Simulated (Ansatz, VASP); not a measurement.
# Be2Se: VASP beside Ansatz

```xyz
9
Lattice="3.4635 0.0000 0.0000 0.0000 3.4635 0.0000 0.0000 0.0000 11.3129" Properties=species:S:1:pos:R:3 pbc="T T T"
Be    1.7317    0.0000    7.2718
Be    0.0000    0.0000    5.6565
Be    0.0000    1.7317    4.0412
Be    1.7317    1.7317    5.6565
Be    1.7317    0.0000    1.3451
Be    0.0000    1.7317    9.9678
Se    1.7317    1.7317    8.6101
Se    1.7317    1.7317    2.7028
Se    0.0000    0.0000    0.0000
```

Alike in both runs: functional PBE; k mesh 10 × 10 × 4; occupations gaussian, width 0.1 eV; no spin polarisation.

Ansatz relaxed the structure, and its values are those at the end. VASP's run is a single point on that final structure, the one shown.

|  | VASP | Ansatz |
| --- | --- | --- |
| version | VASP 6.6.1 | Ansatz 0.2.0 |
| potentials or method | VASP PAW PBE potentials, release 64 (Be, Se), cutoff 520 eV | scalar-relativistic, plane waves, PAW |
| valence electrons in the cell | 30 | 60 |

VASP gave:

```
gap on the k mesh at the Fermi level (eV) : none
pressure (GPa)                            : 0.2
rms of the force components (eV/Å)        : 0.005
```

Task: What did Ansatz give for the same quantities?

Result: gap on the k mesh at the Fermi level (eV): none; pressure (GPa): 0.0; rms of the force components (eV/Å): 0.000.

A gap of «none» marks a metal or a gap that the smearing closes. With one functional, cell and mesh, what is left measures potentials, basis and numerics. VASP's potentials hold 30 valence electrons a cell and Ansatz's 60, so a difference there can come from the potentials and not from the codes.
